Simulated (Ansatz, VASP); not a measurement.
Al: VASP beside Ansatz

```
CELL_PARAMETERS angstrom
0.00000 2.00374 2.02398
2.02398 0.00000 2.02398
2.02398 2.00374 0.00000
ATOMIC_POSITIONS crystal
Al 0.00000 0.00000 0.00000
```

Change from the starting cell: strain -0.0100 x Voigt [0, 1, 0, 0, 0, 0], atoms carried along.

Alike in both runs: task single point; functional PBEsol; k mesh 20 × 20 × 20; occupations gaussian, width 0.15 eV; no spin polarisation.

|  | VASP | Ansatz |
| --- | --- | --- |
| version | VASP 6.6.1 | Ansatz 0.2.0 |
| potentials or method | VASP PAW PBE potentials, release 64 (Al), cutoff 520 eV | scalar-relativistic, plane waves, PAW |
| valence electrons in the cell | 3 | 3 |

Ansatz gave:

- gap on the k mesh at the Fermi level (eV): none
- pressure (GPa): -1.2

Q: What did VASP give for the same quantities?

A: gap on the k mesh at the Fermi level (eV): none; pressure (GPa): -1.1.

VASP's potentials were made for PBE, not for PBEsol. A gap of «none» marks a metal or a gap that the smearing closes. The functional is the same, so the differences come from potentials, cutoffs and numerics.
